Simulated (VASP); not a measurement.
ZrH3: single point with LDA

Crystal: ZrH3.

```
Zr H
1.0
     3.17730    0.00000    0.00000
     0.00000    3.17730    0.00000
     0.00000    0.00000    3.17730
Zr H
1 3
Cartesian
  0.0000 0.0000 0.0000
  0.0000 1.5886 1.5886
  1.5886 0.0000 1.5886
  1.5886 1.5886 0.0000
```

| Quantity | Value |
| --- | --- |
| Program | VASP 6.6.1 |
| Task | single point |
| Functional | LDA |
| Potentials or basis | VASP PAW LDA potentials, release 64 (Zr_sv, H) |
| Cutoff | 520 eV |
| k mesh | 7 × 7 × 7 |
| Occupations | fermi-dirac, width 0.2 eV |
| Spin | no spin polarisation |

- Pressure: -12.0 GPa

Levels at points of the mesh, in eV from the Fermi level:
| k point | band 3 | band 4 | band 5 | band 6 | band 7 | band 8 | band 9 | band 10 | band 11 | band 12 |
| --- | --- | --- | --- | --- | --- | --- | --- | --- | --- | --- |
| (0.00, 0.00, 0.00) | -27.02 | -27.02 | -9.89 | -3.99 | -3.99 | 3.41 | 3.41 | 3.41 | 5.64 | 5.64 |

It took 4.2 s on 1 thread of Intel(R) Xeon(R) Platinum 8488C (Sapphire Rapids), with other jobs on the host, peak memory 0.13 GiB.
